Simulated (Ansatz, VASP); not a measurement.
**V2SO: VASP beside Ansatz**

```
V S O
1.0
     3.30366    0.00000    0.00000
     0.00000    3.30366    0.00000
     0.00000    0.00000    4.64959
V S O
2 1 1
Direct
  0.00000 0.00000 0.50000
  0.50000 0.50000 0.00000
  0.00000 0.00000 0.00000
  0.50000 0.50000 0.50000
```

Alike in both runs: functional PBE; k mesh 12 × 12 × 10; occupations gaussian, width 0.1 eV; collinear spin.

Ansatz relaxed the structure, and its values are those at the end. VASP's run is a single point on that final structure, the one shown.

```csv
,VASP,Ansatz
version,VASP 6.6.1,Ansatz 0.2.0
potentials or method,"VASP PAW PBE potentials, release 64 (V_sv, S, O), cutoff 520 eV","scalar-relativistic, plane waves, PAW"
valence electrons in the cell,38,38
```

```csv
,VASP,Ansatz,Ansatz less VASP
gap on the k mesh at the Fermi level (eV),none,none,-
pressure (GPa),0.2,0.0,-0.24
net moment per atom (μB),0.11,0.11,+0.002
size of the moment on the site where the two differ most (μB),2.25,2.02,-0.232
```

Site moments also hang on the region over which each program counts them. A gap of «none» marks a metal or a gap that the smearing closes. The functional is the same, so the differences come from potentials, cutoffs and numerics.
